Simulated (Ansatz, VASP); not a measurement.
## Two plane-wave programs on Pd4Pt

```xyz
5
Lattice="5.2822 0.0000 0.0000 -2.6411 4.5745 0.0000 0.0000 0.0000 4.8660" Properties=species:S:1:pos:R:3 pbc="T T T"
Pd    2.6411    0.0000    0.0000
Pd   -1.3206    2.2873    0.0000
Pd    1.3206    2.2873    0.0000
Pd    0.0000    0.0000    0.0000
Pt    0.0000    0.0000    2.4330
```

Alike in both runs: functional PBE; k mesh 5 × 5 × 3; occupations gaussian, width 0.2 eV; no spin polarisation.

Ansatz relaxed the structure, and its values are those at the end. VASP's run is a single point on that final structure, the one shown.

```csv
,VASP,Ansatz
version,VASP 6.6.1,Ansatz 0.2.0
potentials or method,"VASP PAW PBE potentials, release 64 (Pd, Pt), cutoff 520 eV","scalar-relativistic, plane waves, PAW"
valence electrons in the cell,50,90
```

VASP gave:

```
gap on the k mesh at the Fermi level (eV) : none
pressure (GPa)                            : -0.2
```

**Question.** Estimate Ansatz's values.

**Answer.** gap on the k mesh at the Fermi level (eV): none; pressure (GPa): 0.1.

A gap of «none» marks a metal or a gap that the smearing closes. VASP's potentials hold 50 valence electrons a cell and Ansatz's 90, so a difference there can come from the potentials and not from the codes.

The k mesh is coarse, so the values compare programs but aren't converged. Spin-orbit coupling is off throughout.
